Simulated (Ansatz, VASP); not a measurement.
**Two plane-wave programs on ZnO**

```
CELL_PARAMETERS angstrom
3.23526 0.00000 0.00000
-1.61763 2.80182 0.00000
0.00000 0.00000 5.21131
ATOMIC_POSITIONS crystal
Zn 0.33333 0.66667 0.94100
Zn 0.66667 0.33333 0.44100
O 0.33333 0.66667 0.44100
O 0.66667 0.33333 0.94100
```

Change from the starting cell: polar distortion scaled by 0.00.

Alike in both runs: task single point; functional r2SCAN; k mesh 9 × 9 × 6; no spin polarisation.

```csv
,VASP,Ansatz
version,VASP 6.6.1,Ansatz 0.2.0
potentials or method,"VASP PAW PBE potentials, release 64 (Zn, O), cutoff 520 eV","scalar-relativistic, plane waves, PAW"
occupations,"gaussian, width 0.01 eV",fixed
valence electrons in the cell,36,36
```

```tsv
	VASP	Ansatz	Ansatz less VASP
gap on the k mesh at the Fermi level (eV)	1.32	1.30	-0.020
least direct gap on the mesh (eV)	1.32	1.30	-0.020
pressure (GPa)	8.8	7.3	-1.56
traceless stress, the component that is largest in VASP (GPa)	-13.08	-11.75	+1.329
```

VASP's potentials were made for PBE, not for r2SCAN.
